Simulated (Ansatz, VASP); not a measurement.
# One calculation of CuO, two programs

File INCAR:

```
SYSTEM = CuO
  ALGO = Normal
  EDIFF = 1E-6
  ENCUT = 520
  GGA = PE
  ISIF = 2
  ISMEAR = -1
  LASPH = .True.
  LCHARG = .False.
  LREAL = .False.
  LWAVE = .False.
  NBANDS = 16
  NELM = 100
  PREC = Accurate
  SIGMA = 0.05
```

KPOINTS

```
k-points
0
Gamma
  5 5 5
  0 0 0
```

The input POSCAR:

```
CuO
1.0
    0.0000000000      2.2618016073      2.2618016073
    2.2618016073      0.0000000000      2.2618016073
    2.2618016073      2.2618016073      0.0000000000
Cu O
1 1
Direct
    0.0000000000      0.0000000000      0.0000000000
    0.2500000000      0.2500000000      0.2500000000
```

Input for Ansatz:

```yaml
crystal:
  lattice:
    - [0.0, 2.2618016073, 2.2618016073]
    - [2.2618016073, 0.0, 2.2618016073]
    - [2.2618016073, 2.2618016073, 0.0]
  atoms:
    - { symbol: Cu, position: [0.0, 0.0, 0.0] }
    - { symbol: O, position: [0.25, 0.25, 0.25] }
kpoints:
  mp_grid: { grid: [5, 5, 5] }
scf:
  occupations: { method: fermi_dirac, width: 0.05 }
hamiltonian:
  xc: pbe
  pseudopotentials: { kind: all_electron, lapw: { basis_error: 0.001 } }
output:
  forces: true
  stress: true
  eigenvalues: true
```

Alike in both runs: task single point; functional PBE; k mesh 5 × 5 × 5; occupations fermi-dirac, width 0.05 eV; no spin polarisation.

|  | VASP | Ansatz |
| --- | --- | --- |
| version | VASP 6.6.1 | Ansatz 0.2.0 |
| potentials or method | VASP PAW PBE potentials, release 64 (Cu, O), cutoff 520 eV | all-electron LAPW, scalar-relativistic |

|  | VASP | Ansatz | Ansatz less VASP |
| --- | --- | --- | --- |
| pressure (GPa) | 0.5 | 0.0 | -0.51 |

Ansatz ran all-electron here, and VASP with PAW potentials.

The k mesh is coarse, so the values compare programs but aren't converged.
